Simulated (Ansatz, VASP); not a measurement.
# One calculation of SnBi5O2, two programs

```
Sn Bi O
1.0
     3.50000    0.00000    0.00000
    -1.75000    3.03109    0.00000
     0.00000    0.00000   18.10000
Sn Bi O
1 5 2
Direct
  0.00000 0.00000 0.00000
  0.66667 0.33333 0.19000
  0.33333 0.66667 0.81000
  0.33333 0.66667 0.34500
  0.00000 0.00000 0.50000
  0.66667 0.33333 0.65500
  0.33333 0.66667 0.05500
  0.66667 0.33333 0.94500
```

Alike in both runs: task relaxation of cell and atoms; functional PBE; k mesh 5 × 5 × 1; occupations gaussian, width 0.2 eV; no spin polarisation.

|  | VASP | Ansatz |
| --- | --- | --- |
| version | VASP 6.6.1 | Ansatz 0.2.0 |
| potentials or method | VASP PAW PBE potentials, release 64 (Sn_d, Bi_d, O), cutoff 600 eV | scalar-relativistic, plane waves, PAW |
| valence electrons in the cell | 101 | 101 |

```tsv
	VASP	Ansatz	Ansatz less VASP
gap on the k mesh at the Fermi level, each at its own relaxed structure (eV)	none	none	-
relaxed volume (Å³/atom)	25.88	25.45	-0.435
relaxed cell length with the largest relative difference (Å)	20.252	19.915	-0.3372
```

A gap of «none» marks a metal or a gap that the smearing closes.

The k mesh is coarse, so the values compare programs but aren't converged. Spin-orbit coupling is off throughout.
